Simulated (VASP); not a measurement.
# Ca (Immm) in VASP: further runs

The runs below take Ca through single point, with LDA.

Everything below comes from runs of VASP 6.6.1. Logs are shortened: lines on timing, memory, paths and dates and some standing lists are left out, and cuts for length are marked.

## Step 1: The cell of the first run

The structure is orthorhombic, space group Immm (No. 71). The conventional cell has a = 4.203 Å, b = 4.445 Å, c = 4.891 Å, α = 90.00°, β = 90.00°, γ = 90.00°. Ca (site symmetry mmm) has 14 Ca at 3.92 to 4.89 Å within 5.1 Å.

## Step 2: Single point, LDA (strain +0.0600 x Voigt [1, 0, 0, 0, 0, 0])

Contents of INCAR:

```
PREC     = Accurate       # precision mode
ENCUT    = 520            # plane-wave cutoff, eV
EDIFF    = 1E-7           # SCF threshold, eV
ISMEAR   = 0              # smearing method
SIGMA    = 0.15           # smearing width, eV
LREAL    = F              # projectors in reciprocal space
LASPH    = T              # aspherical terms in the spheres
NELM     = 100            # most SCF steps
ALGO     = Normal         # electronic algorithm
ISIF     = 2              # what is computed and relaxed
LWAVE    = F              # write WAVECAR
LCHARG   = F              # write CHGCAR
GGA      = CA             # functional
NBANDS   = 11             # bands
```

Contents of KPOINTS:

```
regular mesh
0
Gamma
  16 16 16
```

Contents of POSCAR:

```
Ca
1.0
   -2.2222767076      2.1017318100      2.4453524600
    2.2222767076     -2.1017318100      2.4453524600
    2.2222767076      2.1017318100     -2.4453524600
Ca
1
Direct
    0.5000000000      0.5000000000      0.0000000000
```

Potentials or basis: VASP PAW LDA potentials, release 64 (Ca_sv).

Run with:

```console
cat potpaw_LDA.64/Ca_sv/POTCAR > POTCAR
mpirun -np 1 vasp_std > vasp.out
```

OUTCAR:

```text
PREC = Accurate
   ENCUT = 520
   EDIFF = 1E-7
   ISMEAR = 0
   LREAL = F
   LASPH = T
   NELM = 100
   ISIF = 2
   GGA = CA

 ion  position               nearest neighbor table
   1  0.500  0.500  0.000-

  LATTYP: Found a body centered orthorhombic cell.
 ALAT       =     4.2034636200
 B/A-ratio  =     1.0573550331
 C/A-ratio  =     1.1634940521

  Lattice vectors:

 A1 = (   2.2222767076,  -2.1017318100,  -2.4453524600)
 A2 = (  -2.2222767076,   2.1017318100,  -2.4453524600)
 A3 = (   2.2222767076,   2.1017318100,   2.4453524600)

Analysis of symmetry for initial positions (statically):
=====================================================================
 Subroutine PRICEL returns:
 Original cell was already a primitive cell.

 Routine SETGRP: Setting up the symmetry group for a
 body centered orthorhombic supercell.

 Subroutine GETGRP returns: Found  8 space group operations
 (whereof  8 operations were pure point group operations)
 out of a pool of  8 trial point group operations.

The static configuration has the point symmetry D_2h.

Analysis of symmetry for dynamics (positions and initial velocities):
=====================================================================
 Subroutine PRICEL returns:
 Original cell was already a primitive cell.

 Routine SETGRP: Setting up the symmetry group for a
 body centered orthorhombic supercell.

 Subroutine GETGRP returns: Found  8 space group operations
 (whereof  8 operations were pure point group operations)
 out of a pool of  8 trial point group operations.

The dynamic configuration has the point symmetry D_2h.

 Subroutine INISYM returns: Found  8 space group operations
 (whereof  8 operations are pure point group operations),
 and found     1 'primitive' translations

----------------------------------------------------------------------------------------

                                     Primitive cell

  volume of cell :      45.6853

  direct lattice vectors                    reciprocal lattice vectors
    -2.222276708  2.101731810  2.445352460     0.000000000  0.237899050  0.204469502
     2.222276708 -2.101731810  2.445352460     0.224994483  0.000000000  0.204469502
     2.222276708  2.101731810 -2.445352460     0.224994483  0.237899050  0.000000000

  length of vectors
     3.916061672  3.916061672  3.916061672     0.313693696  0.304023510  0.327442324

  position of ions in fractional coordinates (direct lattice)
     0.500000000  0.500000000  0.000000000

  ion indices of the primitive-cell ions
   primitive index   ion index
                 1           1

----------------------------------------------------------------------------------------

 KPOINTS: regular mesh

Automatic generation of k-mesh.
 Grid dimensions read from file:
 generate k-points for:   16   16   16

 Generating k-lattice:

  Cartesian coordinates                     Fractional coordinates (reciprocal lattice)
     0.000000000  0.014868691  0.012779344     0.062500000  0.000000000  0.000000000
     0.014062155  0.000000000  0.012779344     0.000000000  0.062500000  0.000000000
     0.014062155  0.014868691  0.000000000     0.000000000  0.000000000  0.062500000

  Length of vectors
     0.019605856  0.019001469  0.020465145

  Shift w.r.t. Gamma in fractional coordinates (k-lattice)
     0.000000000  0.000000000  0.000000000

 Subroutine IBZKPT returns following result:
 ===========================================

 Found    621 irreducible k-points:

 Following reciprocal coordinates:
            Coordinates               Weight
  0.000000  0.000000  0.000000      1.000000
  0.062500  0.000000 -0.000000      4.000000
  0.125000  0.000000 -0.000000      4.000000
  0.187500  0.000000 -0.000000      4.000000
  0.250000  0.000000 -0.000000      4.000000
  0.312500  0.000000 -0.000000      4.000000
[... 16 lines left out ...]
 -0.187500  0.062500  0.000000      8.000000
 -0.125000  0.062500  0.000000      8.000000
 [... further k-points ...]
   k-points           NKPTS =    621   k-points in BZ     NKDIM =    621   number of bands    NBANDS=     11
   number of dos      NEDOS =    301   number of ions     NIONS =      1
   total plane-waves  NPLWV =  27000
   dimension x,y,z NGX =    30 NGY =   30 NGZ =   30
   dimension x,y,z NGXF=    60 NGYF=   60 NGZF=   60
   ions per type =               1
   NGX,Y,Z   is equivalent  to a cutoff of  12.74, 12.74, 12.74 a.u.
   NGXF,Y,Z  is equivalent  to a cutoff of  25.47, 25.47, 25.47 a.u.
 SYSTEM =  unknown system
   PREC   = accura    normal or accurate (medium, high low for compatibility)
   ISTART =      0    job   : 0-new  1-cont  2-samecut
   ICHARG =      2    charge: 1-file 2-atom 10-const
   ISPIN  =      1    spin polarized calculation?
   LNONCOLLINEAR =      F non collinear calculations
   LSORBIT =      F    spin-orbit coupling
   LASPH  =      T    aspherical Exc in radial PAW
   ENCUT  =  520.0 eV  38.22 Ry    6.18 a.u.   7.28  7.28  7.28*2*pi/ulx,y,z
   NELM   =    100;   NELMIN=  2; NELMDL= -5     # of ELM steps
   EDIFF  = 0.1E-06   stopping-criterion for ELM
   LREAL  =      F    real-space projection
   EDIFFG = 0.1E-05   stopping-criterion for IOM
   NSW    =      0    number of steps for IOM
   IBRION =     -1    ionic relax: 0-MD 1-quasi-New 2-CG
   NFREE  =      0    steps in history (QN), initial steepest desc. (CG)
   ISIF   =      2    stress and relaxation
   ISYM   =      2    0-nonsym 1-usesym 2-fastsym
   POTIM  = 0.5000    time-step for ionic-motion
   TEBEG  =    0.0;   TEEND  =   0.0 temperature during run
   PSTRESS=    0.0 pullay stress
   NELECT =      10.0000    total number of electrons
   NUPDOWN=      -1.0000    fix difference up-down
   EMIN   =  10.00;   EMAX   =-10.00  energy-range for DOS
   EFERMI =   0.00;   METHOD = LEGACY
   ISMEAR =     0;   SIGMA  =   0.15  broadening in eV -4-tet -1-fermi 0-gaus
   EFERMI_NEDOS =   21; number of points for ismear=-14 and -15
   IALGO  =     38    algorithm
   IMIX   =      4    mixing-type and parameters
     AMIX     =   0.40;   BMIX     =  1.00
     AMIX_MAG =   1.60;   BMIX_MAG =  1.00
  volume/ion in A,a.u.               =      45.69       308.30
  Fermi-wavevector in a.u.,A,eV,Ry     =   0.986618  1.864438 13.244126  0.973416
  Thomas-Fermi vector in A             =   2.118012
   LORBIT       =      0    0 simple, 1 ext, 2 COOP (PROOUT), +10 PAW based schemes
   GGA     = CA    functional components
   LHFCALC =     F    Hartree Fock is set to
   AEXX    =    0.0000 exact exchange contribution
   IVDW    =     0    specifies the selected vdW correction
   LEPSILON=     F    determine dielectric tensor
   LRPA    =     F    only Hartree local field effects (RPA)
 non-spin polarized calculation
 Gauss-broadening in eV      SIGMA  =   0.15
  energy-cutoff  :      520.00
  volume of cell :       45.69
 maximum number of plane-waves:      1247
 NGX is ok and might be reduce to    30
   NGX = 15   NGY = 15   NGZ = 15

 number of electron      10.0000000 magnetization

 Free energy of the ion-electron system (eV)
  ---------------------------------------------------
  ext. energy  EPLUGINS =         0.00000000
  ---------------------------------------------------
  free energy    TOTEN  =        -2.12938440 eV

  energy without entropy =       -2.11377103  energy(sigma->0) =       -2.12157771

 E-fermi :   1.5190     XC(G=0):  -7.7113

 val. band max:        1.5182395110   @ k =  -0.4375   0.5000   0.3750
 cond. band min:       1.5213959683   @ k =   0.5000  -0.1875   0.1250
 fundamental gap:      0.0031564573
 Fermi energy:         1.5189681301

 k-point     1 :       0.0000    0.0000    0.0000
  band No.  band energies     occupation
      1     -40.2709      2.00000
      2     -21.4916      2.00000
      3     -21.4873      2.00000
      4     -21.4817      2.00000
      5      -2.3912      2.00000
      6       3.3340      0.00000
      7       3.6045      0.00000
      8       3.9326      0.00000
      9       4.1773      0.00000
     10       4.7954      0.00000
     11      10.7441      0.00000

 k-point     2 :       0.0625    0.0000   -0.0000
  band No.  band energies     occupation
      1     -40.2705      2.00000
      2     -21.4945      2.00000
      3     -21.4886      2.00000
      4     -21.4832      2.00000
      5      -2.3246      2.00000
      6       3.3482      0.00000
      7       3.5776      0.00000
      8       3.9261      0.00000
      9       4.1692      0.00000
     10       4.7629      0.00000
     11      10.7880      0.00000

 k-point     3 :       0.1250    0.0000   -0.0000
  band No.  band energies     occupation
      1     -40.2693      2.00000
      2     -21.5051      2.00000
      3     -21.4922      2.00000
      4     -21.4852      2.00000
      5      -2.1272      2.00000
      6       3.3567      0.00000
      7       3.4661      0.00000
      8       3.9485      0.00000
      9       4.1759      0.00000
     10       4.6886      0.00000
     11      10.7623      0.00000

 k-point     4 :       0.1875    0.0000   -0.0000
  band No.  band energies     occupation
      1     -40.2675      2.00000
      2     -21.5227      2.00000
      3     -21.4976      2.00000
      4     -21.4866      2.00000
      5      -1.8061      2.00000
      6       3.2382      0.00000
      7       3.2948      0.00000
      8       4.0825      0.00000
      9       4.2322      0.00000
     10       4.6203      0.00000
     11       9.7769      0.00000

 k-point     5 :       0.2500    0.0000   -0.0000
  band No.  band energies     occupation
      1     -40.2653      2.00000
      2     -21.5438      2.00000
      3     -21.5040      2.00000
      4     -21.4876      2.00000
      5      -1.3744      2.00000
      6       2.9231      0.00000
      7       3.1705      0.00000
      8       4.2951      0.00000
      9       4.3364      0.00000
     10       4.6146      0.00000
     11       8.6943      0.00000
[... 211 lines left out ...]
 k-point    21 :      -0.3125    0.0625    0.0000
  band No.  band energies     occupation
      1     -40.2639      2.00000
      2     -21.5569      2.00000
      3     -21.5073      2.00000
      4     -21.4903      2.00000
      5      -1.0377      2.00000
      6       2.7086      0.00000
      7       3.0827      0.00000
      8       4.2655      0.00000
      9       4.4785      0.00000
     10       4.7489      0.00000
     11       8.1251      0.00000

 k-point    22 :      -0.2500    0.0625    0.0000
  band No.  band energies     occupation
      1     -40.2661      2.00000
      2     -21.5364      2.00000
      3     -21.5005      2.00000
      4     -21.4892      2.00000
      5      -1.5226      2.00000
      6       3.0233      0.00000
      7       3.2495      0.00000
      8       4.1691      0.00000
      9       4.2884      0.00000
     10       4.6385      0.00000
     11       9.1810      0.00000

 k-point    23 :      -0.1875    0.0625    0.0000
  band No.  band energies     occupation
      1     -40.2680      2.00000
      2     -21.5173      2.00000
      3     -21.4945      2.00000
      4     -21.4876      2.00000
      5      -1.9079      2.00000
      6       3.2377      0.00000
      7       3.4290      0.00000
      8       3.9505      0.00000
      9       4.2705      0.00000
     10       4.6201      0.00000
     11      10.2752      0.00000

 k-point    24 :      -0.1250    0.0625    0.0000
  band No.  band energies     occupation
      1     -40.2696      2.00000
      2     -21.5027      2.00000
      3     -21.4904      2.00000
      4     -21.4854      2.00000
      5      -2.1767      2.00000
      6       3.3263      0.00000
      7       3.5570      0.00000
      8       3.8674      0.00000
      9       4.2320      0.00000
     10       4.6840      0.00000
     11      10.9091      0.00000

 [... further k-points ...]
[... 5 lines left out ...]
  --------------------------------------------------------------------------------------
  -------------------------------------------------------------------------------------
  Total       -0.8190483     -0.7193801     -0.7167789      0.0000000      0.0000000      0.0000000
  in kB      -28.7238876    -25.2285381    -25.1373150      0.0000000      0.0000000      0.0000000
  external PRESSURE =     -26.3632469 kB  Pullay stress =       0.0000000 kB

 VOLUME and BASIS-vectors are now :
 -----------------------------------------------------------------------------
  energy-cutoff  :      520.00
  volume of cell :       45.69
      direct lattice vectors                 reciprocal lattice vectors
    -2.222276708  2.101731810  2.445352460     0.000000000  0.237899050  0.204469502
     2.222276708 -2.101731810  2.445352460     0.224994483  0.000000000  0.204469502
     2.222276708  2.101731810 -2.445352460     0.224994483  0.237899050  0.000000000

 POSITION                                       TOTAL-FORCE (eV/Angst)
 -----------------------------------------------------------------------------------
      0.00000      0.00000      2.44535         0.000000      0.000000     -0.000000
 -----------------------------------------------------------------------------------
    total drift:                                0.000000     -0.000000      0.000000

  FREE ENERGIE OF THE ION-ELECTRON SYSTEM (eV)
  ---------------------------------------------------
  free  energy   TOTEN  =        -2.1293843954 eV

  energy  without entropy=       -2.1137710315  energy(sigma->0) =       -2.12157771
```

Wall time 2.1 min (1 thread of Intel Xeon 6975P-C (Granite Rapids), shared host); peak memory 0.39 GiB.

Results:

```yaml
Free_energy: -2.1294 eV
Pressure: -2.6 GPa
Band_gap_on_the_k_mesh: zero (band 5 reaches 1.78 eV, above the bottom of band 6 at 1.32 eV)
```

Caveat: the cell differs from its parent crystal (strain +0.0600 x Voigt [1, 0, 0, 0, 0, 0]).

## Step 3: Single point, LDA (strain -0.0600 x Voigt [1, 0, 0, 0, 0, 0])

Contents of INCAR:

```
PREC = Accurate ; ENCUT = 520
EDIFF = 1E-6 ; ISMEAR = 0
SIGMA = 0.15 ; LREAL = F
LASPH = T ; NELM = 100
ALGO = Normal ; ISIF = 2
LWAVE = F ; LCHARG = F
NBANDS = 11
```

KPOINTS is that of step 2.

Contents of POSCAR:

```
Ca
1.0
   -1.9706982124      2.1017318100      2.4453524600
    1.9706982124     -2.1017318100      2.4453524600
    1.9706982124      2.1017318100     -2.4453524600
Ca
1
Direct
    0.5000000000      0.5000000000      0.0000000000
```

Potentials or basis: VASP PAW LDA potentials, release 64 (Ca_sv).

Run with:

```console
cat potpaw_LDA.64/Ca_sv/POTCAR > POTCAR
mpirun -np 1 vasp_std > vasp.out
```

It took 77 s on 1 thread of Intel Xeon 6975P-C (Granite Rapids), shared host; peak memory 0.36 GiB.

The run converged. Its results:

```
Free energy            : -2.1930 eV
Pressure               : -1.1 GPa
Band gap on the k mesh : zero (band 5 reaches 2.19 eV, above the bottom of band 6 at 1.80 eV)
```

Stress tensor (GPa, compression positive):
```
-0.77  0.00  0.00
 0.00 -1.65  0.00
 0.00  0.00 -0.99
```

Levels at points of the mesh, in eV from the Fermi level:
| k point | band 2 | band 3 | band 4 | band 5 | band 6 | band 7 | band 8 | band 9 |
| --- | --- | --- | --- | --- | --- | --- | --- | --- |
| (0.00, 0.00, 0.00) | -22.70 | -22.70 | -22.69 | -4.11 | 1.92 | 2.30 | 2.71 | 2.85 |
| (0.50, 0.00, 0.00) | -22.86 | -22.74 | -22.69 | -1.13 | -0.16 | 1.89 | 2.54 | 3.66 |
| (0.00, 0.50, 0.00) | -22.87 | -22.74 | -22.71 | -0.95 | 0.08 | 1.48 | 2.76 | 3.99 |
| (0.50, 0.50, 0.00) | -22.86 | -22.75 | -22.72 | -0.71 | 0.57 | 0.70 | 3.74 | 4.07 |
| (0.50, 0.50, 0.50) | -22.84 | -22.80 | -22.79 | -0.26 | 0.20 | 2.30 | 4.09 | 4.24 |

Caveat: the cell differs from its parent crystal (strain -0.0600 x Voigt [1, 0, 0, 0, 0, 0]).
